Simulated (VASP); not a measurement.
# TiH2 (I4/mmm) in VASP: single point with r2SCAN

Aim: the single point of TiH2 with r2SCAN.

All numbers are computed with VASP 6.6.1; they aren't measurements. Logs are shortened: lines on timing, memory, paths and dates and some standing lists are left out, and cuts for length are marked.

### Step 1. The cell of the first run

The structure is tetragonal, space group I4/mmm (No. 139). Conventional cell: a = 3.193 Å, b = 3.193 Å, c = 4.267 Å, α = 90.00°, β = 90.00°, γ = 90.00°. Within 2.5 Å of Ti (site symmetry 4/mmm) lie 8 H at 1.92 Å. Within 2.5 Å of H (site symmetry -4m2) lie 4 Ti at 1.92 Å and 6 H at 2.13 to 2.26 Å.

### Step 2. Single point, r2SCAN

Contents of POSCAR:

```
TiH2
1.0
   -1.5965000000      1.5965000000      2.1335000000
    1.5965000000     -1.5965000000      2.1335000000
    1.5965000000      1.5965000000     -2.1335000000
Ti H
1 2
Direct
    0.0000000000      0.0000000000      0.0000000000
    0.7500000000      0.2500000000      0.5000000000
    0.2500000000      0.7500000000      0.5000000000
```

Contents of INCAR.step1:

```
SYSTEM = TiH2
PREC     = Accurate       ! precision mode
ENCUT    = 520            ! plane-wave cutoff, eV
ISMEAR   = 0              ! smearing method
SIGMA    = 0.15           ! smearing width, eV
LREAL    = .False.        ! projectors in reciprocal space
LASPH    = .True.         ! aspherical terms in the spheres
NELM     = 60             ! most SCF steps
NBANDS   = 14             ! bands
GGA      = PE             ! functional
ALGO     = Normal         ! electronic algorithm
EDIFF    = 1E-4           ! SCF threshold, eV
LWAVE    = .True.         ! write WAVECAR
LCHARG   = .False.        ! write CHGCAR
```

Contents of INCAR.step2:

```
SYSTEM = TiH2
PREC     = Accurate       ! precision mode
ENCUT    = 520            ! plane-wave cutoff, eV
EDIFF    = 1E-7           ! SCF threshold, eV
ISMEAR   = 0              ! smearing method
SIGMA    = 0.15           ! smearing width, eV
LREAL    = .False.        ! projectors in reciprocal space
LASPH    = .True.         ! aspherical terms in the spheres
NELM     = 60             ! most SCF steps
ALGO     = Normal         ! electronic algorithm
ISIF     = 2              ! what is computed and relaxed
LWAVE    = .False.        ! write WAVECAR
LCHARG   = .False.        ! write CHGCAR
METAGGA  = R2SCAN         ! meta-GGA
LMIXTAU  = .True.       
NBANDS   = 14             ! bands
ISTART   = 1
```

Contents of KPOINTS:

```
Automatic mesh
0
Gamma
  20 20 20
  0 0 0
```

Potentials or basis: VASP PAW PBE potentials, release 64 (Ti_sv, H).

Launch:

```sh
> cat potpaw_PBE.64/Ti_sv/POTCAR potpaw_PBE.64/H/POTCAR > POTCAR
> cp INCAR.step1 INCAR
> mpirun -np 1 vasp_std > vasp.out
> cp INCAR.step2 INCAR
> mpirun -np 1 vasp_std > vasp.out
```

OUTCAR:

```text
SYSTEM = TiH2
   PREC = Accurate
   ENCUT = 520
   EDIFF = 1E-7
   ISMEAR = 0
   LREAL = .False.
   LASPH = .True.
   NELM = 60
   ISIF = 2
   METAGGA = R2SCAN
   ISTART = 1

 ion  position               nearest neighbor table
   1  0.000  0.000  0.000-
   2  0.750  0.250  0.500-
   3  0.250  0.750  0.500-

  LATTYP: Found a body centered tetragonal cell.
 ALAT       =     3.1930000000
 C/A-ratio  =     1.3363607892

  Lattice vectors:

 A1 = (  -1.5965000000,   1.5965000000,   2.1335000000)
 A2 = (   1.5965000000,  -1.5965000000,   2.1335000000)
 A3 = (   1.5965000000,   1.5965000000,  -2.1335000000)

Analysis of symmetry for initial positions (statically):
=====================================================================
 Subroutine PRICEL returns:
 Original cell was already a primitive cell.

 Routine SETGRP: Setting up the symmetry group for a
 body centered tetragonal supercell.

 Subroutine GETGRP returns: Found 16 space group operations
 (whereof 16 operations were pure point group operations)
 out of a pool of 16 trial point group operations.

The static configuration has the point symmetry D_4h.

Analysis of symmetry for dynamics (positions and initial velocities):
=====================================================================
 Subroutine PRICEL returns:
 Original cell was already a primitive cell.

 Routine SETGRP: Setting up the symmetry group for a
 body centered tetragonal supercell.

 Subroutine GETGRP returns: Found 16 space group operations
 (whereof 16 operations were pure point group operations)
 out of a pool of 16 trial point group operations.

The dynamic configuration has the point symmetry D_4h.

 Subroutine INISYM returns: Found 16 space group operations
 (whereof 16 operations are pure point group operations),
 and found     1 'primitive' translations

----------------------------------------------------------------------------------------

                                     Primitive cell

  volume of cell :      21.7516

  direct lattice vectors                    reciprocal lattice vectors
    -1.596500000  1.596500000  2.133500000     0.000000000  0.313185092  0.234356691
     1.596500000 -1.596500000  2.133500000     0.313185092  0.000000000  0.234356691
     1.596500000  1.596500000 -2.133500000     0.313185092  0.313185092  0.000000000

[... 87 lines left out ...]
   EDIFFG = 0.1E-05   stopping-criterion for IOM
   NSW    =      0    number of steps for IOM
   IBRION =     -1    ionic relax: 0-MD 1-quasi-New 2-CG
   NFREE  =      0    steps in history (QN), initial steepest desc. (CG)
   ISIF   =      2    stress and relaxation
   ISYM   =      2    0-nonsym 1-usesym 2-fastsym
   POTIM  = 0.5000    time-step for ionic-motion
   TEBEG  =    0.0;   TEEND  =   0.0 temperature during run
   PSTRESS=    0.0 pullay stress
   NELECT =      14.0000    total number of electrons
   NUPDOWN=      -1.0000    fix difference up-down
   EMIN   =  10.00;   EMAX   =-10.00  energy-range for DOS
   EFERMI =   0.00;   METHOD = LEGACY
   ISMEAR =     0;   SIGMA  =   0.15  broadening in eV -4-tet -1-fermi 0-gaus
   EFERMI_NEDOS =   21; number of points for ismear=-14 and -15
   IALGO  =     38    algorithm
   IMIX   =      4    mixing-type and parameters
     AMIX     =   0.40;   BMIX     =  1.00
     AMIX_MAG =   1.60;   BMIX_MAG =  1.00
  volume/ion in A,a.u.               =       7.25        48.93
  Fermi-wavevector in a.u.,A,eV,Ry     =   1.413472  2.671076 27.183139  1.997904
  Thomas-Fermi vector in A             =   2.535114
   LORBIT       =      0    0 simple, 1 ext, 2 COOP (PROOUT), +10 PAW based schemes
   METAGGA = R2SCAN    functional components
   LHFCALC =     F    Hartree Fock is set to
   AEXX    =    0.0000 exact exchange contribution
   IVDW    =     0    specifies the selected vdW correction
   LEPSILON=     F    determine dielectric tensor
   LRPA    =     F    only Hartree local field effects (RPA)
 non-spin polarized calculation
 Gauss-broadening in eV      SIGMA  =   0.15
  energy-cutoff  :      520.00
  volume of cell :       21.75
 maximum number of plane-waves:       600
   NGX = 11   NGY = 11   NGZ = 11

 number of electron      14.0000000 magnetization

 Free energy of the ion-electron system (eV)
  ---------------------------------------------------
  ext. energy  EPLUGINS =         0.00000000
  ---------------------------------------------------
  free energy    TOTEN  =       -21.49530669 eV

  energy without entropy =      -21.48173361  energy(sigma->0) =      -21.48852015

 E-fermi :   7.8952     XC(G=0): -12.3375

 val. band max:        7.8949249613   @ k =  -0.1000   0.4500   0.0500
 cond. band min:       7.8966299831   @ k =  -0.2000   0.2000   0.1000
 fundamental gap:      0.0017050218
 Fermi energy:         7.8951959017

 k-point     1 :       0.0000    0.0000    0.0000
  band No.  band energies     occupation
      1     -51.8485      2.00000
      2     -26.8804      2.00000
      3     -26.8804      2.00000
      4     -26.8672      2.00000
      5      -3.3191      2.00000
      6       7.5121      1.99970
      7       7.5121      1.99970
      8       7.8987      0.97390
      9       8.0799      0.08166
     10       9.1753      0.00000
     11       9.6586      0.00000
     12      22.6244      0.00000
     13      24.1557      0.00000
     14      24.1557      0.00000
[... 377 lines left out ...]
      1     -51.8041      2.00000
      2     -27.1785      2.00000
      3     -26.9306      2.00000
      4     -26.9044      2.00000
      5      -0.9746      2.00000
      6       2.9411      2.00000
      7       7.6294      1.98778
      8       8.1284      0.02791
      9       9.5916      0.00000
     10       9.8962      0.00000
     11      13.1487      0.00000
     12      16.1152      0.00000
     13      20.5793      0.00000
     14      22.4260      0.00000

 [... further k-points ...]
[... 5 lines left out ...]
  --------------------------------------------------------------------------------------
  -------------------------------------------------------------------------------------
  Total       -0.2738097     -0.2738097     -0.3975624      0.0000000      0.0000000      0.0000000
  in kB      -20.1682836    -20.1682836    -29.2836631      0.0000000      0.0000000      0.0000000
  external PRESSURE =     -23.2067435 kB  Pullay stress =       0.0000000 kB

 VOLUME and BASIS-vectors are now :
 -----------------------------------------------------------------------------
  energy-cutoff  :      520.00
  volume of cell :       21.75
      direct lattice vectors                 reciprocal lattice vectors
    -1.596500000  1.596500000  2.133500000     0.000000000  0.313185092  0.234356691
     1.596500000 -1.596500000  2.133500000     0.313185092  0.000000000  0.234356691
     1.596500000  1.596500000 -2.133500000     0.313185092  0.313185092  0.000000000

 POSITION                                       TOTAL-FORCE (eV/Angst)
 -----------------------------------------------------------------------------------
      0.00000      0.00000      0.00000        -0.000000      0.000000      0.000000
     -0.00000      1.59650      1.06675        -0.000000     -0.000000     -0.000000
      1.59650     -0.00000      1.06675         0.000000     -0.000000      0.000000
 -----------------------------------------------------------------------------------
    total drift:                                0.000000      0.000000      0.000000

  FREE ENERGIE OF THE ION-ELECTRON SYSTEM (eV)
  ---------------------------------------------------
  free  energy   TOTEN  =       -21.4953066910 eV

  energy  without entropy=      -21.4817336113  energy(sigma->0) =      -21.48852015
```

Run time: 7.8 min. Hardware: 1 thread of Intel Xeon Platinum 8259CL at 2.50GHz (Skylake/Cascade Lake), shared host; peak memory 0.3 GiB.

Results:

```yaml
Free_energy: -21.4953 eV
Pressure: -2.3 GPa
Band_gap_on_the_k_mesh: zero (bands 7 and 8 overlap by 0.62 eV)
```

Levels at points of the mesh, in eV from the Fermi level:
| k point | band 3 | band 4 | band 5 | band 6 | band 7 | band 8 | band 9 | band 10 | band 11 | band 12 |
| --- | --- | --- | --- | --- | --- | --- | --- | --- | --- | --- |
| (0.00, 0.00, 0.00) | -34.78 | -34.76 | -11.21 | -0.38 | -0.38 | 0.00 | 0.18 | 1.28 | 1.76 | 14.73 |
| (0.50, 0.00, 0.00) | -34.84 | -34.80 | -7.81 | -5.73 | -0.41 | 0.11 | 2.29 | 2.41 | 4.93 | 6.94 |
| (0.50, 0.50, 0.00) | -34.90 | -34.88 | -6.22 | -6.05 | -3.21 | 2.37 | 2.43 | 2.61 | 7.02 | 7.92 |
| (0.50, 0.50, 0.50) | -34.93 | -34.93 | -6.71 | -5.26 | -3.09 | 2.38 | 2.48 | 2.48 | 7.33 | 7.33 |

Caveat: the PAW data sets were made with another functional, which shifts forces and pressure a little.
